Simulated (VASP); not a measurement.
# Sn (R-3m) in VASP: single point with LDA

Aim: the single point of Sn with LDA.

All numbers are computed with VASP 6.6.1; they aren't measurements. Logs are shortened: lines on timing, memory, paths and dates and some standing lists are left out, and cuts for length are marked.

### Step 1. The cell of the first run

The structure is trigonal, space group R-3m (No. 166). Conventional cell: a = 3.234 Å, b = 3.234 Å, c = 14.402 Å, α = 90.00°, β = 90.00°, γ = 120.00°. Within 4.3 Å of Sn (site symmetry -3m) lie 6 Sn at 3.23 Å.

### Step 2. Single point, LDA

File INCAR:

```
ALGO     = Normal         # electronic algorithm
EDIFF    = 1E-6           # SCF threshold, eV
ENCUT    = 520            # plane-wave cutoff, eV
GGA      = CA             # functional
ISIF     = 2              # what is computed and relaxed
ISMEAR   = -1             # smearing method
LASPH    = T              # aspherical terms in the spheres
LCHARG   = F              # write CHGCAR
LREAL    = F              # projectors in reciprocal space
LWAVE    = F              # write WAVECAR
NBANDS   = 13             # bands
NELM     = 80             # most SCF steps
PREC     = Accurate       # precision mode
SIGMA    = 0.1            # smearing width, eV
```

File KPOINTS:

```
k-points
0
Gamma
  6 6 6
```

File POSCAR:

```
Sn
1.0
    1.6170930000      0.9336290000      4.8005930000
   -1.6170930000      0.9336290000      4.8005930000
    0.0000000000     -1.8672580000      4.8005930000
Sn
1
Direct
    0.5000000000      0.5000000000      0.5000000000
```

Potentials or basis: VASP PAW LDA potentials, release 64 (Sn_d).

On the command line:

```sh
$ cat potpaw_LDA.64/Sn_d/POTCAR > POTCAR
$ mpirun -np 1 vasp_std > vasp.out
```

OUTCAR:

```text
EDIFF = 1E-6
   ENCUT = 520
   GGA = CA
   ISIF = 2
   ISMEAR = -1
   LASPH = T
   LREAL = F
   NELM = 80
   PREC = Accurate

 ion  position               nearest neighbor table
   1  0.500  0.500  0.500-

  LATTYP: Found a trigonal (rhomboedric) cell.
 ALAT       =     5.1509558367
 COS(alpha) =     0.8028828836

  Lattice vectors:

 A1 = (   1.6170930000,   0.9336290000,   4.8005930000)
 A2 = (  -1.6170930000,   0.9336290000,   4.8005930000)
 A3 = (   0.0000000000,  -1.8672580000,   4.8005930000)

Analysis of symmetry for initial positions (statically):
=====================================================================
 Subroutine PRICEL returns:
 Original cell was already a primitive cell.

 Routine SETGRP: Setting up the symmetry group for a
 trigonal (rhombohedral) supercell.

 Subroutine GETGRP returns: Found 12 space group operations
 (whereof 12 operations were pure point group operations)
 out of a pool of 12 trial point group operations.

The static configuration has the point symmetry D_3d.

Analysis of symmetry for dynamics (positions and initial velocities):
=====================================================================
 Subroutine PRICEL returns:
 Original cell was already a primitive cell.

 Routine SETGRP: Setting up the symmetry group for a
 trigonal (rhombohedral) supercell.

 Subroutine GETGRP returns: Found 12 space group operations
 (whereof 12 operations were pure point group operations)
 out of a pool of 12 trial point group operations.

The dynamic configuration has the point symmetry D_3d.

 Subroutine INISYM returns: Found 12 space group operations
 (whereof 12 operations are pure point group operations),
 and found     1 'primitive' translations

----------------------------------------------------------------------------------------

                                     Primitive cell

  volume of cell :      43.4866

  direct lattice vectors                    reciprocal lattice vectors
     1.617093000  0.933629000  4.800593000     0.309196812  0.178514878  0.069435866
    -1.617093000  0.933629000  4.800593000    -0.309196812  0.178514878  0.069435866
     0.000000000 -1.867258000  4.800593000     0.000000000 -0.357029755  0.069435866

  length of vectors
     5.150955837  5.150955837  5.150955794     0.363719080  0.363719080  0.363719103

  position of ions in fractional coordinates (direct lattice)
     0.500000000  0.500000000  0.500000000

  ion indices of the primitive-cell ions
   primitive index   ion index
                 1           1

----------------------------------------------------------------------------------------

 KPOINTS: k-points

Automatic generation of k-mesh.
 Grid dimensions read from file:
 generate k-points for:    6    6    6

 Generating k-lattice:

  Cartesian coordinates                     Fractional coordinates (reciprocal lattice)
     0.051532802  0.029752480  0.011572644     0.166666667  0.000000000  0.000000000
    -0.051532802  0.029752480  0.011572644     0.000000000  0.166666667  0.000000000
     0.000000000 -0.059504959  0.011572644     0.000000000  0.000000000  0.166666667

  Length of vectors
     0.060619847  0.060619847  0.060619850

  Shift w.r.t. Gamma in fractional coordinates (k-lattice)
     0.000000000  0.000000000  0.000000000

 Subroutine IBZKPT returns following result:
 ===========================================

 Found     32 irreducible k-points:

 Following reciprocal coordinates:
            Coordinates               Weight
  0.000000  0.000000  0.000000      1.000000
  0.166667  0.000000  0.000000      6.000000
  0.333333  0.000000 -0.000000      6.000000
  0.500000  0.000000 -0.000000      3.000000
  0.166667  0.166667  0.000000      6.000000
  0.333333  0.166667 -0.000000     12.000000
[... 16 lines left out ...]
  0.500000  0.500000  0.166667      6.000000
 -0.333333  0.500000  0.166667     12.000000
 [... further k-points ...]
   k-points           NKPTS =     32   k-points in BZ     NKDIM =     32   number of bands    NBANDS=     13
   number of dos      NEDOS =    301   number of ions     NIONS =      1
   total plane-waves  NPLWV =  64000
   dimension x,y,z NGX =    40 NGY =   40 NGZ =   40
   dimension x,y,z NGXF=    80 NGYF=   80 NGZF=   80
   ions per type =               1
   NGX,Y,Z   is equivalent  to a cutoff of  12.91, 12.91, 12.91 a.u.
   NGXF,Y,Z  is equivalent  to a cutoff of  25.82, 25.82, 25.82 a.u.
 SYSTEM =  unknown system
   PREC   = accura    normal or accurate (medium, high low for compatibility)
   ISTART =      0    job   : 0-new  1-cont  2-samecut
   ICHARG =      2    charge: 1-file 2-atom 10-const
   ISPIN  =      1    spin polarized calculation?
   LNONCOLLINEAR =      F non collinear calculations
   LSORBIT =      F    spin-orbit coupling
   LASPH  =      T    aspherical Exc in radial PAW
   ENCUT  =  520.0 eV  38.22 Ry    6.18 a.u.   9.58  9.58  9.58*2*pi/ulx,y,z
   NELM   =     80;   NELMIN=  2; NELMDL= -5     # of ELM steps
   EDIFF  = 0.1E-05   stopping-criterion for ELM
   LREAL  =      F    real-space projection
   EDIFFG = 0.1E-04   stopping-criterion for IOM
   NSW    =      0    number of steps for IOM
   IBRION =     -1    ionic relax: 0-MD 1-quasi-New 2-CG
   NFREE  =      0    steps in history (QN), initial steepest desc. (CG)
   ISIF   =      2    stress and relaxation
   ISYM   =      2    0-nonsym 1-usesym 2-fastsym
   POTIM  = 0.5000    time-step for ionic-motion
   TEBEG  =    0.0;   TEEND  =   0.0 temperature during run
   PSTRESS=    0.0 pullay stress
   NELECT =      14.0000    total number of electrons
   NUPDOWN=      -1.0000    fix difference up-down
   EMIN   =  10.00;   EMAX   =-10.00  energy-range for DOS
   EFERMI =   0.00;   METHOD = LEGACY
   ISMEAR =    -1;   SIGMA  =   0.10  broadening in eV -4-tet -1-fermi 0-gaus
   EFERMI_NEDOS =   21; number of points for ismear=-14 and -15
   IALGO  =     38    algorithm
   IMIX   =      4    mixing-type and parameters
     AMIX     =   0.40;   BMIX     =  1.00
     AMIX_MAG =   1.60;   BMIX_MAG =  1.00
  volume/ion in A,a.u.               =      43.49       293.46
  Fermi-wavevector in a.u.,A,eV,Ry     =   1.122016  2.120303 17.128643  1.258920
  Thomas-Fermi vector in A             =   2.258673
   LORBIT       =      0    0 simple, 1 ext, 2 COOP (PROOUT), +10 PAW based schemes
   GGA     = CA    functional components
   LHFCALC =     F    Hartree Fock is set to
   AEXX    =    0.0000 exact exchange contribution
   IVDW    =     0    specifies the selected vdW correction
   LEPSILON=     F    determine dielectric tensor
   LRPA    =     F    only Hartree local field effects (RPA)
 non-spin polarized calculation
  energy-cutoff  :      520.00
  volume of cell :       43.49
 maximum number of plane-waves:      1188
 NGX is ok and might be reduce to    40
   NGX = 19   NGY = 19   NGZ = 19

 number of electron      14.0000003 magnetization

 Free energy of the ion-electron system (eV)
  ---------------------------------------------------
  ext. energy  EPLUGINS =         0.00000000
  ---------------------------------------------------
  free energy    TOTEN  =        -3.92046083 eV

  energy without entropy =       -3.88771072  energy(sigma->0) =       -3.90408577

 E-fermi :   3.1495     XC(G=0):  -8.2471

 val. band max:        3.0989149473   @ k =   0.5000   0.5000   0.1667
 cond. band min:       3.1507633409   @ k =  -0.1667   0.1667   0.1667
 fundamental gap:      0.0518483936
 Fermi energy:         3.1494795788

 k-point     1 :       0.0000    0.0000    0.0000
  band No.  band energies     occupation
      1     -18.2616      2.00000
      2     -18.1709      2.00000
      3     -18.1709      2.00000
      4     -18.0946      2.00000
      5     -18.0946      2.00000
      6      -6.3769      2.00000
      7       2.2557      1.99974
      8       6.0731      0.00000
      9      11.6336      0.00000
     10      11.6336      0.00000
     11      15.4436      0.00000
     12      16.6982      0.00000
     13      16.6982      0.00000

 k-point     2 :       0.1667    0.0000    0.0000
  band No.  band energies     occupation
      1     -18.2387      2.00000
      2     -18.1708      2.00000
      3     -18.1209      2.00000
      4     -18.1198      2.00000
      5     -18.1005      2.00000
      6      -5.8264      2.00000
      7       2.7177      1.97370
      8       6.7127      0.00000
      9       7.9296      0.00000
     10      10.2466      0.00000
     11      13.5801      0.00000
     12      15.0293      0.00000
     13      17.5845      0.00000

 k-point     3 :       0.3333    0.0000   -0.0000
  band No.  band energies     occupation
      1     -18.2504      2.00000
      2     -18.1699      2.00000
      3     -18.1148      2.00000
      4     -18.1123      2.00000
      5     -18.0191      2.00000
      6      -4.1752      2.00000
      7       3.0556      1.43779
      8       4.0079      0.00037
      9       8.5625      0.00000
     10       8.5629      0.00000
     11      11.0326      0.00000
     12      12.4988      0.00000
     13      15.7049      0.00000

 k-point     4 :       0.5000    0.0000   -0.0000
  band No.  band energies     occupation
      1     -18.2661      2.00000
      2     -18.1945      2.00000
      3     -18.1183      2.00000
      4     -18.0778      2.00000
      5     -17.9674      2.00000
      6      -2.1428      2.00000
      7      -0.1096      2.00000
      8       5.1972      0.00000
      9       7.9271      0.00000
     10       8.6050      0.00000
     11      11.5285      0.00000
     12      12.1214      0.00000
     13      12.5801      0.00000

 k-point     5 :       0.1667    0.1667    0.0000
  band No.  band energies     occupation
      1     -18.2386      2.00000
      2     -18.1707      2.00000
      3     -18.1209      2.00000
      4     -18.1199      2.00000
      5     -18.1004      2.00000
      6      -5.8110      2.00000
      7       2.4909      1.99724
      8       7.0949      0.00000
      9       8.0013      0.00000
     10      10.1738      0.00000
     11      13.4508      0.00000
     12      14.5097      0.00000
     13      18.2201      0.00000
[... 257 lines left out ...]
 k-point    22 :      -0.1667    0.3333    0.1667
  band No.  band energies     occupation
      1     -18.2069      2.00000
      2     -18.1819      2.00000
      3     -18.1311      2.00000
      4     -18.1040      2.00000
      5     -18.0025      2.00000
      6      -2.6305      2.00000
      7       1.5252      2.00000
      8       5.0007      0.00000
      9       5.1405      0.00000
     10       8.7808      0.00000
     11      10.3363      0.00000
     12      12.6464      0.00000
     13      15.5921      0.00000

 k-point    23 :       0.5000    0.5000    0.1667
  band No.  band energies     occupation
      1     -18.2503      2.00000
      2     -18.1702      2.00000
      3     -18.1140      2.00000
      4     -18.1120      2.00000
      5     -18.0191      2.00000
      6      -4.0339      2.00000
      7       2.7363      1.96840
      8       3.0989      1.24757
      9       8.4152      0.00000
     10      10.2013      0.00000
     11      12.0811      0.00000
     12      12.7621      0.00000
     13      16.6134      0.00000

 k-point    24 :      -0.3333    0.5000    0.1667
  band No.  band energies     occupation
      1     -18.2069      2.00000
      2     -18.1821      2.00000
      3     -18.1309      2.00000
      4     -18.1038      2.00000
      5     -18.0024      2.00000
      6      -2.4905      2.00000
      7       1.4353      2.00000
      8       4.0542      0.00024
      9       5.0076      0.00000
     10       9.1672      0.00000
     11      12.9900      0.00000
     12      14.6583      0.00000
     13      15.2482      0.00000

 [... further k-points ...]
[... 5 lines left out ...]
  --------------------------------------------------------------------------------------
  -------------------------------------------------------------------------------------
  Total       -1.3126532     -1.3126530     -0.6491713      0.0000000     -0.0000000      0.0000000
  in kB      -48.3620963    -48.3620882    -23.9174251      0.0000000     -0.0000000      0.0000000
  external PRESSURE =     -40.2138699 kB  Pullay stress =       0.0000000 kB

 VOLUME and BASIS-vectors are now :
 -----------------------------------------------------------------------------
  energy-cutoff  :      520.00
  volume of cell :       43.49
      direct lattice vectors                 reciprocal lattice vectors
     1.617093000  0.933629000  4.800593000     0.309196812  0.178514878  0.069435866
    -1.617093000  0.933629000  4.800593000    -0.309196812  0.178514878  0.069435866
     0.000000000 -1.867258000  4.800593000     0.000000000 -0.357029755  0.069435866

 POSITION                                       TOTAL-FORCE (eV/Angst)
 -----------------------------------------------------------------------------------
      0.00000      0.00000      7.20089        -0.000000      0.000000     -0.000000
 -----------------------------------------------------------------------------------
    total drift:                               -0.000000      0.000000      0.000000

  FREE ENERGIE OF THE ION-ELECTRON SYSTEM (eV)
  ---------------------------------------------------
  free  energy   TOTEN  =        -3.9204608254 eV

  energy  without entropy=       -3.8877107165  energy(sigma->0) =       -3.90408577
```

Wall time 86 s (1 thread of AMD EPYC 7R13, shared host); peak memory 0.16 GiB.

What came out:

```
Free energy            : -3.9205 eV
Pressure               : -4.0 GPa
Band gap on the k mesh : zero (band 7 reaches 3.83 eV, above the bottom of band 8 at 1.83 eV)
```

Caveat: the k points lie up to 0.38 Å⁻¹ apart; spin-orbit coupling is left out, which moves the levels of the heavy elements.
